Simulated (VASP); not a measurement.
Wanted: the native input for a VASP 6.6.1 run.

```
Task                   : single point
Functional             : PBE
Potentials or basis    : VASP PAW PBE potentials, release 64 (Si, C)
Cutoff                 : 520 eV
k mesh                 : 9 × 5 × 3
Occupations            : gaussian, width 0.05 eV
Spin                   : no spin polarisation
Dipole correction      : no
Further INCAR settings : LREAL = Auto; ALGO = Normal; EDIFF = 1e-07; NBANDS = 46
```

The structure of SiC lies in POSCAR:

```
SiC
1.0
    1.5458832036     -2.6775482513      0.0000000000
    0.0000000000      0.0000000000     -5.0740211774
    9.5329979521      4.9087492090      0.8458393303
Si C
8 8
Direct
    0.3610833333      1.1343531354      0.8333333333
   -0.0138916667      1.0093281354      0.0833333333
    0.4444333333      1.0510031354      0.3333333333
   -0.0972416667      1.0926781354      0.5833333333
   -0.1528083333      0.6482448020      0.9166666667
    0.4722166667      0.5232198020      0.1666666667
   -0.0694583333      0.5648948020      0.4166666667
    0.3888666667      0.6065698020      0.6666666667
    0.3610833333      0.7584801980      0.8333333333
   -0.0138916667      0.6334551980      0.0833333333
    0.4444333333      0.6751301980      0.3333333333
   -0.0972416667      0.7168051980      0.5833333333
   -0.1528083333      0.2723718646      0.9166666667
    0.4722166667      0.1473468646      0.1666666667
   -0.0694583333      0.1890218646      0.4166666667
    0.3888666667      0.2306968646      0.6666666667
```

This cell differs from its parent crystal: the part above a cut slid along it.

The input as run:

INCAR

```
ALGO = Normal ; EDIFF = 1E-7
ENCUT = 520 ; GGA = PE
ISIF = 2 ; ISMEAR = 0
LASPH = True ; LCHARG = False
LREAL = Auto ; LWAVE = False
NBANDS = 46 ; NELM = 60
PREC = Accurate ; SIGMA = 0.05
```

KPOINTS

```
k-points
0
Gamma
  9 5 3
```

Potentials or basis: VASP PAW PBE potentials, release 64 (Si, C).

Run with:

```bash
$ cat potpaw_PBE.64/Si/POTCAR potpaw_PBE.64/C/POTCAR > POTCAR
$ mpirun -np 1 vasp_std > vasp.out
```

It gave:

- Pressure: 0.5 GPa
- Largest force: 3.361 eV/Å
- Band gap on the k mesh: 0.71 eV (least direct gap 1.60 eV)

Caveat: the cell differs from its parent crystal (the part above a cut slid along it); the stress differs along the axes, from -2 to 4 GPa; semilocal functionals underestimate gaps, and a narrow one can read as zero; forces of over 1 eV/Å act on the atoms, so gaps and moduli don't describe the material at rest.

Run time: 20 min on 1 thread of Oxide Virtual Turin-like Processor (shared host), peak memory 0.43 GiB.
